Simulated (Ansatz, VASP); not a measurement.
This is a calculation of Ru for Ansatz 0.2.0.

input.yaml

```yaml
crystal:
  lattice:
    - [2.7058, 0.0, 0.0]
    - [-1.3529, 2.3432915376, 0.0]
    - [0.0, 0.0, 4.2819]
  atoms:
    - { symbol: Ru, position: [0.6666666667, 0.3333333333, 0.75] }
    - { symbol: Ru, position: [0.3333333333, 0.6666666667, 0.25] }
hamiltonian:
  xc: blyp
  pseudopotentials: { kind: paw }
kpoints:
  mp_grid: { grid: [11, 11, 6] }
scf:
  occupations: { method: fermi_dirac, width: 0.05 }
output:
  forces: true
  stress: true
  eigenvalues: true
relax:
  f_tol: 0.01
  max_steps: 40
  cell: { stress_tol: 0.05 }
```

Potentials or basis: Ansatz PAW.

Launch:

```sh
$ ansatz run input.yaml --threads 2 --pin off --max-ram 5632MiB --backend cpu --events-out ev --progress --plain --runs-dir out
```

Set up the same calculation for VASP 6.6.1. Potentials there: VASP PAW PBE potentials, release 64 (Ru_pv).

As run (the cutoff follows the program's own potentials):

Contents of INCAR:

```
SYSTEM = Ru
PREC     = Accurate       ! precision mode
ENCUT    = 600            ! plane-wave cutoff, eV
EDIFF    = 1E-6           ! SCF threshold, eV
ISMEAR   = -1             ! smearing method
SIGMA    = 0.05           ! smearing width, eV
LREAL    = .False.        ! projectors in reciprocal space
LASPH    = .True.         ! aspherical terms in the spheres
NELM     = 100            ! most SCF steps
ALGO     = Fast           ! electronic algorithm
ISIF     = 3              ! what is computed and relaxed
LWAVE    = .False.        ! write WAVECAR
LCHARG   = .False.        ! write CHGCAR
GGA      = B5             ! functional
ALDAX    = 1.0          
AGGAX    = 1.0          
AGGAC    = 1.0          
ALDAC    = 0.0          
IBRION   = 2              ! ionic algorithm
NSW      = 60             ! ionic steps
EDIFFG   = -0.01          ! ionic threshold
```

The input KPOINTS:

```
Automatic mesh
0
Gamma
  11 11 6
  0 0 0
```

File POSCAR:

```
Ru
1.0
    2.7058000000      0.0000000000      0.0000000000
   -1.3529000000      2.3432915376      0.0000000000
    0.0000000000      0.0000000000      4.2819000000
Ru
2
Direct
    0.6666666667      0.3333333333      0.7500000000
    0.3333333333      0.6666666667      0.2500000000
```

Potentials or basis: VASP PAW PBE potentials, release 64 (Ru_pv).

Command:

```sh
$ cat potpaw_PBE.64/Ru_pv/POTCAR > POTCAR
$ mpirun -np 1 vasp_std > vasp.out
```

Both were run:

|  | VASP | Ansatz | Ansatz less VASP |
| --- | --- | --- | --- |
| gap on the k mesh at the Fermi level, each at its own relaxed structure (eV) | none | none | - |
| relaxed volume (Å³/atom) | 14.45 | 14.42 | -0.034 |
| relaxed length of the cell vector where the two differ most in proportion (Å) | 4.364 | 4.360 | -0.0042 |

VASP's potentials were made for PBE, not for BLYP. A gap of «none» marks a metal or a gap that the smearing closes. VASP's potentials hold 28 valence electrons a cell and Ansatz's 32, so a difference there can come from the potentials and not from the codes.

Noted on Ansatz's run: the plane-wave basis is chosen anew once the cell has moved, so the energies of steps on either side of that aren't comparable.
